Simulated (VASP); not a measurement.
Set up this calculation in VASP 6.6.1, as the native input.

| Quantity | Value |
| --- | --- |
| Task | single point |
| Functional | PBEsol |
| Potentials or basis | VASP PAW PBE potentials, release 64 (Os, Ir) |
| Cutoff | 520 eV |
| k mesh | 12 × 12 × 7 |
| Occupations | fermi-dirac, width 0.1 eV |
| Spin | no spin polarisation |
| Dipole correction | no |
| Further INCAR settings | ALGO = Normal; EDIFF = 1e-06; NBANDS = 16 |

The structure of IrOs lies in POSCAR:

```
IrOs
1.0
    2.6876130192      0.0000000000      0.0000000000
   -1.3438069994      2.3275416553      0.0000000000
    0.0000000000      0.0000000000      4.2718604085
Os Ir
1 1
Direct
    0.3333333333      0.6666666667      0.0000000000
    0.6666666667      0.3333333333      0.5000000000
```

The input as run:

INCAR

```
SYSTEM = IrOs
ALGO = Normal ; EDIFF = 1E-6
ENCUT = 520 ; GGA = PS
ISIF = 2 ; ISMEAR = -1
LASPH = .TRUE. ; LCHARG = .TRUE.
LELF = .TRUE. ; LREAL = .FALSE.
LVHAR = .TRUE. ; LWAVE = .FALSE.
NBANDS = 16 ; NELM = 100
PREC = Accurate ; SIGMA = 0.1
```

KPOINTS

```
k-points
0
G
  12 12 7
  0 0 0
```

Potentials or basis: VASP PAW PBE potentials, release 64 (Os, Ir).

Launch:

```bash
$ cat potpaw_PBE.64/Os/POTCAR potpaw_PBE.64/Ir/POTCAR > POTCAR
$ mpirun -np 1 vasp_std > vasp.out
```

Results of the run:

```yaml
Pressure: 22.0 GPa
```

Caveat: the PAW data sets were made with another functional, which shifts forces and pressure a little.

It took 21 s on 1 thread of Intel(R) Xeon(R) Platinum 8488C (Sapphire Rapids) (shared host), peak memory 0.16 GiB.
